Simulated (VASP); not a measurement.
# ZnS (sol) (P6_3mc) in VASP: a series of runs

The runs below take ZnS (sol) through single point, with PBEsol.

Program: VASP 6.6.1. These are calculated values, not measurements. Logs are shortened: lines on timing, memory, paths and dates and some standing lists are left out, and cuts for length are marked.

## 1. The cell of the first run

Symmetry: P6_3mc, No. 186, hexagonal system. Conventional cell: a = 3.823 Å, b = 3.823 Å, c = 6.261 Å, α = 90.00°, β = 90.00°, γ = 120.00°. Within 3.1 Å of Zn (site symmetry 3m) lie 4 S at 2.34 to 2.35 Å. Within 3.1 Å of S (site symmetry 3m) lie 4 Zn at 2.34 to 2.35 Å.

## 2. Single point, PBEsol

The input, INCAR:

```
SYSTEM = ZnS
ALGO = Normal
EDIFF = 1E-7
ENCUT = 520
GGA = PS
ISIF = 2
ISMEAR = 0
LASPH = .TRUE.
LCHARG = .FALSE.
LREAL = .FALSE.
LWAVE = .FALSE.
NBANDS = 26
NELM = 80
PREC = Accurate
SIGMA = 0.1
```

The input, KPOINTS:

```
k-points
0
G
  6 6 4
  0 0 0
```

The input, POSCAR:

```
ZnS
1.0
    3.8230000000      0.0000000000      0.0000000000
   -1.9115000000      3.3108151187      0.0000000000
    0.0000000000      0.0000000000      6.2610000000
Zn S
2 2
Direct
    0.3333333333      0.6666666667      0.0000000000
    0.6666666667      0.3333333333      0.5000000000
    0.3333333333      0.6666666667      0.3750000000
    0.6666666667      0.3333333333      0.8750000000
```

Potentials or basis: VASP PAW PBE potentials, release 64 (Zn, S).

Run with:

```console
$ cat potpaw_PBE.64/Zn/POTCAR potpaw_PBE.64/S/POTCAR > POTCAR
$ mpirun -np 1 vasp_std > vasp.out
```

OUTCAR:

```text
SYSTEM = ZnS
   EDIFF = 1E-7
   ENCUT = 520
   GGA = PS
   ISIF = 2
   ISMEAR = 0
   LASPH = .TRUE.
   LREAL = .FALSE.
   NELM = 80
   PREC = Accurate

 ion  position               nearest neighbor table
   1  0.333  0.667  0.000-   4 2.34   4 2.34   4 2.34   3 2.35
   2  0.667  0.333  0.500-   3 2.34   3 2.34   3 2.34   4 2.35
   3  0.333  0.667  0.375-   2 2.34   2 2.34   2 2.34   1 2.35
   4  0.667  0.333  0.875-   1 2.34   1 2.34   1 2.34   2 2.35

  LATTYP: Found a hexagonal cell.
 ALAT       =     3.8230000000
 C/A-ratio  =     1.6377190688

  Lattice vectors:

 A1 = (   3.8230000000,   0.0000000000,   0.0000000000)
 A2 = (  -1.9115000000,   3.3108151187,   0.0000000000)
 A3 = (   0.0000000000,   0.0000000000,   6.2610000000)

Analysis of symmetry for initial positions (statically):
=====================================================================
 Subroutine PRICEL returns:
 Original cell was already a primitive cell.

 Routine SETGRP: Setting up the symmetry group for a
 hexagonal supercell.

 Subroutine GETGRP returns: Found 12 space group operations
 (whereof  6 operations were pure point group operations)
 out of a pool of 24 trial point group operations.

The static configuration has the point symmetry C_3v.
 The point group associated with its full space group is C_6v.

Analysis of symmetry for dynamics (positions and initial velocities):
=====================================================================
 Subroutine PRICEL returns:
 Original cell was already a primitive cell.

 Routine SETGRP: Setting up the symmetry group for a
 hexagonal supercell.

 Subroutine GETGRP returns: Found 12 space group operations
 (whereof  6 operations were pure point group operations)
 out of a pool of 24 trial point group operations.

The dynamic configuration has the point symmetry C_3v.
 The point group associated with its full space group is C_6v.

 Subroutine INISYM returns: Found 12 space group operations
 (whereof  6 operations are pure point group operations),
 and found     1 'primitive' translations

[... 87 lines left out ...]
   ICHARG =      2    charge: 1-file 2-atom 10-const
   ISPIN  =      1    spin polarized calculation?
   LNONCOLLINEAR =      F non collinear calculations
   LSORBIT =      F    spin-orbit coupling
   LASPH  =      T    aspherical Exc in radial PAW
   ENCUT  =  520.0 eV  38.22 Ry    6.18 a.u.   7.11  7.11 11.64*2*pi/ulx,y,z
   NELM   =     80;   NELMIN=  2; NELMDL= -5     # of ELM steps
   EDIFF  = 0.1E-06   stopping-criterion for ELM
   LREAL  =      F    real-space projection
   EDIFFG = 0.1E-05   stopping-criterion for IOM
   NSW    =      0    number of steps for IOM
   IBRION =     -1    ionic relax: 0-MD 1-quasi-New 2-CG
   NFREE  =      0    steps in history (QN), initial steepest desc. (CG)
   ISIF   =      2    stress and relaxation
   ISYM   =      2    0-nonsym 1-usesym 2-fastsym
   POTIM  = 0.5000    time-step for ionic-motion
   TEBEG  =    0.0;   TEEND  =   0.0 temperature during run
   PSTRESS=    0.0 pullay stress
   NELECT =      36.0000    total number of electrons
   NUPDOWN=      -1.0000    fix difference up-down
   EMIN   =  10.00;   EMAX   =-10.00  energy-range for DOS
   EFERMI =   0.00;   METHOD = LEGACY
   ISMEAR =     0;   SIGMA  =   0.10  broadening in eV -4-tet -1-fermi 0-gaus
   EFERMI_NEDOS =   21; number of points for ismear=-14 and -15
   IALGO  =     38    algorithm
   IMIX   =      4    mixing-type and parameters
     AMIX     =   0.40;   BMIX     =  1.00
     AMIX_MAG =   1.60;   BMIX_MAG =  1.00
  volume/ion in A,a.u.               =      19.81       133.70
  Fermi-wavevector in a.u.,A,eV,Ry     =   1.258485  2.378192 21.548694  1.583784
  Thomas-Fermi vector in A             =   2.392092
   LORBIT       =      0    0 simple, 1 ext, 2 COOP (PROOUT), +10 PAW based schemes
   GGA     = PS    functional components
   LHFCALC =     F    Hartree Fock is set to
   AEXX    =    0.0000 exact exchange contribution
   IVDW    =     0    specifies the selected vdW correction
   LEPSILON=     F    determine dielectric tensor
   LRPA    =     F    only Hartree local field effects (RPA)
 non-spin polarized calculation
 Gauss-broadening in eV      SIGMA  =   0.10
  energy-cutoff  :      520.00
  volume of cell :       79.25
 maximum number of plane-waves:      2156
   NGX = 15   NGY = 15   NGZ = 23

 number of electron      35.9999987 magnetization

 Free energy of the ion-electron system (eV)
  ---------------------------------------------------
  ext. energy  EPLUGINS =         0.00000000
  ---------------------------------------------------
  free energy    TOTEN  =       -15.15049869 eV

  energy without entropy =      -15.15049869  energy(sigma->0) =      -15.15049869

 E-fermi :   2.4104     XC(G=0):  -9.8214

 val. band max:        1.9906797799   @ k =   0.0000   0.0000   0.0000
 cond. band min:       4.0246615345   @ k =   0.0000   0.0000   0.0000
 fundamental gap:      2.0339817547
 Fermi energy:         2.4104085257

 k-point     1 :       0.0000    0.0000    0.0000
  band No.  band energies     occupation
      1     -11.1571      2.00000
      2     -10.2140      2.00000
      3      -4.3651      2.00000
      4      -4.3548      2.00000
      5      -4.3548      2.00000
      6      -4.2748      2.00000
[... 598 lines left out ...]
     25      11.6117      0.00000
     26      11.6117      0.00000

------------------------ aborting loop because EDIFF is reached ----------------------------------------

  FORCE on cell =-STRESS in cart. coord.  units (eV):
  Direction    XX          YY          ZZ          XY          YZ          ZX
  --------------------------------------------------------------------------------------
  -------------------------------------------------------------------------------------
  Total       -0.9982110     -0.9982110     -0.9826949      0.0000000      0.0000000      0.0000000
  in kB      -20.1813407    -20.1813407    -19.8676441      0.0000000      0.0000000      0.0000000
  external PRESSURE =     -20.0767752 kB  Pullay stress =       0.0000000 kB

 VOLUME and BASIS-vectors are now :
 -----------------------------------------------------------------------------
  energy-cutoff  :      520.00
  volume of cell :       79.25
      direct lattice vectors                 reciprocal lattice vectors
     3.823000000  0.000000000  0.000000000     0.261574680  0.151020212  0.000000000
    -1.911500000  3.310815119  0.000000000     0.000000000  0.302040423  0.000000000
     0.000000000  0.000000000  6.261000000     0.000000000  0.000000000  0.159718895

 POSITION                                       TOTAL-FORCE (eV/Angst)
 -----------------------------------------------------------------------------------
     -0.00000      2.20721      0.00000        -0.000000      0.000000      0.010470
      1.91150      1.10361      3.13050         0.000000      0.000000      0.010470
     -0.00000      2.20721      2.34788        -0.000000      0.000000     -0.010470
      1.91150      1.10361      5.47837        -0.000000      0.000000     -0.010470
 -----------------------------------------------------------------------------------
    total drift:                               -0.000000     -0.000000     -0.000602

  FREE ENERGIE OF THE ION-ELECTRON SYSTEM (eV)
  ---------------------------------------------------
  free  energy   TOTEN  =       -15.1504986918 eV

  energy  without entropy=      -15.1504986918  energy(sigma->0) =      -15.15049869
```

stdout:

```text
POSCAR found type information on POSCAR ZnS
 POSCAR found :  2 types and       4 ions
 scaLAPACK will be used
 -----------------------------------------------------------------------------
|                                                                             |
|                                                                             |
|     You enforced a specific xc type in the INCAR file but a different       |
|     I HOPE YOU KNOW WHAT YOU ARE DOING!                                     |
|                                                                             |
 -----------------------------------------------------------------------------

 LDA part: xc-table for (Slater+PW92), standard interpolation
 POSCAR, INCAR and KPOINTS ok, starting setup
 FFT: planning ... GRIDC
 FFT: planning ... GRID_SOFT
 FFT: planning ... GRID
 WAVECAR not read
 entering main loop
```

It took 20 s on 1 thread of AMD EPYC 9R45 (Zen 5), shared host; peak memory 0.17 GiB.

What came out:

| Item | Value |
| --- | --- |
| Free energy | -15.1505 eV |
| Pressure | -2.0 GPa |
| Largest force | 0.010 eV/Å |
| Band gap on the k mesh | 2.03 eV, direct |

Forces on the atoms (eV/Å):
```
Zn   0.000  0.000  0.010
Zn   0.000  0.000  0.010
S    0.000  0.000 -0.010
S    0.000  0.000 -0.010
```

Caveat: the PAW data sets were made with another functional, which shifts forces and pressure a little. PBEsol gaps usually lie below the measured ones, often by a third to a half.

## 3. Single point, PBEsol

This run uses another cell than the first one, of 19.23 Å³/atom, 0.971 times its volume.

The input, INCAR:

```
PREC = Accurate
ENCUT = 520
EDIFF = 1E-6
ISMEAR = 0
SIGMA = 0.02
LREAL = F
LASPH = T
NELM = 60
ALGO = Normal
ISIF = 2
LWAVE = F
LCHARG = T
GGA = PS
LELF = T
LVHAR = T
NBANDS = 26
```

The input, KPOINTS:

```
regular mesh
0
Gamma
  9 9 6
```

The input, POSCAR:

```
ZnS
1.0
    3.7822376623      0.0000000000      0.0000000000
   -1.8911188312      3.2755138987      0.0000000000
    0.0000000000      0.0000000000      6.2081819577
Zn S
2 2
Direct
    0.3333333333      0.6666666667      0.0004376489
    0.6666666667      0.3333333333      0.5004376489
    0.3333333333      0.6666666667      0.3745623511
    0.6666666667      0.3333333333      0.8745623511
```

Potentials or basis: VASP PAW PBE potentials, release 64 (Zn, S).

Run with:

```console
$ cat potpaw_PBE.64/Zn/POTCAR potpaw_PBE.64/S/POTCAR > POTCAR
$ mpirun -np 1 vasp_std > vasp.out
```

OUTCAR:

```text
PREC = Accurate
   ENCUT = 520
   EDIFF = 1E-6
   ISMEAR = 0
   LREAL = F
   LASPH = T
   NELM = 60
   ISIF = 2
   GGA = PS

 ion  position               nearest neighbor table
   1  0.333  0.667  0.000-   4 2.32   4 2.32   4 2.32   3 2.32
   2  0.667  0.333  0.500-   3 2.32   3 2.32   3 2.32   4 2.32
   3  0.333  0.667  0.375-   2 2.32   2 2.32   2 2.32   1 2.32
   4  0.667  0.333  0.875-   1 2.32   1 2.32   1 2.32   2 2.32

  LATTYP: Found a hexagonal cell.
 ALAT       =     3.7822376623
 C/A-ratio  =     1.6414045102

  Lattice vectors:

 A1 = (   3.7822376623,   0.0000000000,   0.0000000000)
 A2 = (  -1.8911188312,   3.2755138987,   0.0000000000)
 A3 = (   0.0000000000,   0.0000000000,   6.2081819577)

Analysis of symmetry for initial positions (statically):
=====================================================================
 Subroutine PRICEL returns:
 Original cell was already a primitive cell.

 Routine SETGRP: Setting up the symmetry group for a
 hexagonal supercell.

 Subroutine GETGRP returns: Found 12 space group operations
 (whereof  6 operations were pure point group operations)
 out of a pool of 24 trial point group operations.

The static configuration has the point symmetry C_3v.
 The point group associated with its full space group is C_6v.

Analysis of symmetry for dynamics (positions and initial velocities):
=====================================================================
 Subroutine PRICEL returns:
 Original cell was already a primitive cell.

 Routine SETGRP: Setting up the symmetry group for a
 hexagonal supercell.

 Subroutine GETGRP returns: Found 12 space group operations
 (whereof  6 operations were pure point group operations)
 out of a pool of 24 trial point group operations.

The dynamic configuration has the point symmetry C_3v.
 The point group associated with its full space group is C_6v.

 Subroutine INISYM returns: Found 12 space group operations
 (whereof  6 operations are pure point group operations),
 and found     1 'primitive' translations

----------------------------------------------------------------------------------------

                                     Primitive cell

  volume of cell :      76.9118

  direct lattice vectors                    reciprocal lattice vectors
     3.782237662  0.000000000  0.000000000     0.264393750  0.152647803  0.000000000
    -1.891118831  3.275513899  0.000000000     0.000000000  0.305295606  0.000000000
     0.000000000  0.000000000  6.208181958     0.000000000  0.000000000  0.161077753

  length of vectors
     3.782237662  3.782237662  6.208181958     0.305295606  0.305295606  0.161077753

  position of ions in fractional coordinates (direct lattice)
     0.333333333  0.666666667  0.000437649
     0.666666667  0.333333333  0.500437649
     0.333333333  0.666666667  0.374562351
     0.666666667  0.333333333  0.874562351

  ion indices of the primitive-cell ions
   primitive index   ion index
                 1           1
                 2           2
                 3           3
                 4           4

----------------------------------------------------------------------------------------

 KPOINTS: regular mesh

Automatic generation of k-mesh.
 Grid dimensions read from file:
 generate k-points for:    9    9    6

 Generating k-lattice:

  Cartesian coordinates                     Fractional coordinates (reciprocal lattice)
     0.029377083  0.016960867  0.000000000     0.111111111 -0.000000000  0.000000000
     0.000000000  0.033921734  0.000000000     0.000000000  0.111111111  0.000000000
     0.000000000  0.000000000  0.026846292     0.000000000  0.000000000  0.166666667

  Length of vectors
     0.033921734  0.033921734  0.026846292

  Shift w.r.t. Gamma in fractional coordinates (k-lattice)
     0.000000000  0.000000000  0.000000000

 Subroutine IBZKPT returns following result:
 ===========================================

 Found     48 irreducible k-points:

 Following reciprocal coordinates:
            Coordinates               Weight
  0.000000  0.000000  0.000000      1.000000
  0.111111 -0.000000  0.000000      6.000000
  0.222222  0.000000  0.000000      6.000000
  0.333333  0.000000  0.000000      6.000000
  0.444444  0.000000  0.000000      6.000000
  0.111111  0.111111  0.000000      6.000000
[... 16 lines left out ...]
  0.333333  0.222222  0.166667     24.000000
  0.333333  0.333333  0.166667      4.000000
 [... further k-points ...]
   k-points           NKPTS =     48   k-points in BZ     NKDIM =     48   number of bands    NBANDS=     26
   number of dos      NEDOS =    301   number of ions     NIONS =      4
   total plane-waves  NPLWV =  37632
   dimension x,y,z NGX =    28 NGY =   28 NGZ =   48
   dimension x,y,z NGXF=    56 NGYF=   56 NGZF=   96
   ions per type =               2   2
   NGX,Y,Z   is equivalent  to a cutoff of  12.31, 12.31, 12.85 a.u.
   NGXF,Y,Z  is equivalent  to a cutoff of  24.61, 24.61, 25.71 a.u.
 SYSTEM =  unknown system
   PREC   = accura    normal or accurate (medium, high low for compatibility)
   ISTART =      0    job   : 0-new  1-cont  2-samecut
   ICHARG =      2    charge: 1-file 2-atom 10-const
   ISPIN  =      1    spin polarized calculation?
   LNONCOLLINEAR =      F non collinear calculations
   LSORBIT =      F    spin-orbit coupling
   LASPH  =      T    aspherical Exc in radial PAW
   ENCUT  =  520.0 eV  38.22 Ry    6.18 a.u.   7.03  7.03 11.54*2*pi/ulx,y,z
   NELM   =     60;   NELMIN=  2; NELMDL= -5     # of ELM steps
   EDIFF  = 0.1E-05   stopping-criterion for ELM
   LREAL  =      F    real-space projection
   EDIFFG = 0.1E-04   stopping-criterion for IOM
   NSW    =      0    number of steps for IOM
   IBRION =     -1    ionic relax: 0-MD 1-quasi-New 2-CG
   NFREE  =      0    steps in history (QN), initial steepest desc. (CG)
   ISIF   =      2    stress and relaxation
   ISYM   =      2    0-nonsym 1-usesym 2-fastsym
   POTIM  = 0.5000    time-step for ionic-motion
   TEBEG  =    0.0;   TEEND  =   0.0 temperature during run
   PSTRESS=    0.0 pullay stress
   NELECT =      36.0000    total number of electrons
   NUPDOWN=      -1.0000    fix difference up-down
   EMIN   =  10.00;   EMAX   =-10.00  energy-range for DOS
   EFERMI =   0.00;   METHOD = LEGACY
   ISMEAR =     0;   SIGMA  =   0.02  broadening in eV -4-tet -1-fermi 0-gaus
   EFERMI_NEDOS =   21; number of points for ismear=-14 and -15
   IALGO  =     38    algorithm
   IMIX   =      4    mixing-type and parameters
     AMIX     =   0.40;   BMIX     =  1.00
     AMIX_MAG =   1.60;   BMIX_MAG =  1.00
  volume/ion in A,a.u.               =      19.23       129.76
  Fermi-wavevector in a.u.,A,eV,Ry     =   1.271095  2.402022 21.982704  1.615683
  Thomas-Fermi vector in A             =   2.404047
   LORBIT       =      0    0 simple, 1 ext, 2 COOP (PROOUT), +10 PAW based schemes
   GGA     = PS    functional components
   LHFCALC =     F    Hartree Fock is set to
   AEXX    =    0.0000 exact exchange contribution
   IVDW    =     0    specifies the selected vdW correction
   LEPSILON=     F    determine dielectric tensor
   LRPA    =     F    only Hartree local field effects (RPA)
 non-spin polarized calculation
 Gauss-broadening in eV      SIGMA  =   0.02
  energy-cutoff  :      520.00
  volume of cell :       76.91
 maximum number of plane-waves:      2087
   NGX = 15   NGY = 15   NGZ = 23

 number of electron      35.9999970 magnetization

 Free energy of the ion-electron system (eV)
  ---------------------------------------------------
  ext. energy  EPLUGINS =         0.00000000
  ---------------------------------------------------
  free energy    TOTEN  =       -15.16730279 eV

  energy without entropy =      -15.16730279  energy(sigma->0) =      -15.16730279

 E-fermi :   2.3862     XC(G=0):  -9.9633

 val. band max:        2.2770739973   @ k =   0.0000   0.0000   0.0000
 cond. band min:       4.4375312885   @ k =   0.0000   0.0000   0.0000
 fundamental gap:      2.1604572913
 Fermi energy:         2.3862128794

 k-point     1 :       0.0000    0.0000    0.0000
  band No.  band energies     occupation
      1     -11.0897      2.00000
      2     -10.0932      2.00000
      3      -4.2112      2.00000
      4      -4.1943      2.00000
      5      -4.1943      2.00000
      6      -4.1086      2.00000
[... 18 lines left out ...]
     25       9.9052      0.00000
     26      11.4755      0.00000
[... 644 lines left out ...]
      4      -3.9982      2.00000
      5      -3.9982      2.00000
      6      -3.8696      2.00000
[... 18 lines left out ...]
     25      12.3095      0.00000
     26      12.3533      0.00000

 [... further k-points ...]
[... 5 lines left out ...]
  --------------------------------------------------------------------------------------
  -------------------------------------------------------------------------------------
  Total        0.0854605      0.0854605      0.0923751     -0.0000000      0.0000000      0.0000000
  in kB        1.7802591      1.7802591      1.9243011     -0.0000000      0.0000000      0.0000000
  external PRESSURE =       1.8282731 kB  Pullay stress =       0.0000000 kB

 VOLUME and BASIS-vectors are now :
 -----------------------------------------------------------------------------
  energy-cutoff  :      520.00
  volume of cell :       76.91
      direct lattice vectors                 reciprocal lattice vectors
     3.782237662  0.000000000  0.000000000     0.264393750  0.152647803  0.000000000
    -1.891118831  3.275513899  0.000000000     0.000000000  0.305295606  0.000000000
     0.000000000  0.000000000  6.208181958     0.000000000  0.000000000  0.161077753

 POSITION                                       TOTAL-FORCE (eV/Angst)
 -----------------------------------------------------------------------------------
     -0.00000      2.18368      0.00272        -0.000000     -0.000000     -0.000746
      1.89112      1.09184      3.10681         0.000000     -0.000000     -0.000746
     -0.00000      2.18368      2.32535        -0.000000      0.000000      0.000746
      1.89112      1.09184      5.42944         0.000000     -0.000000      0.000746
 -----------------------------------------------------------------------------------
    total drift:                               -0.000001     -0.000001      0.000302

  FREE ENERGIE OF THE ION-ELECTRON SYSTEM (eV)
  ---------------------------------------------------
  free  energy   TOTEN  =       -15.1673027892 eV

  energy  without entropy=      -15.1673027892  energy(sigma->0) =      -15.16730279
```

Wall time 44 s (1 thread of AMD EPYC 9R45 (Zen 5), shared host); peak memory 0.2 GiB.

What came out:

| Property | Result |
| --- | --- |
| Free energy | -15.1673 eV |
| Pressure | 0.2 GPa |
| Band gap on the k mesh | 2.16 eV, direct |

Caveat: the PAW data sets were made with another functional, which shifts forces and pressure a little. A hybrid or GW would open this gap; PBEsol tends to underestimate it.

(Continued in part 2 of 2.)
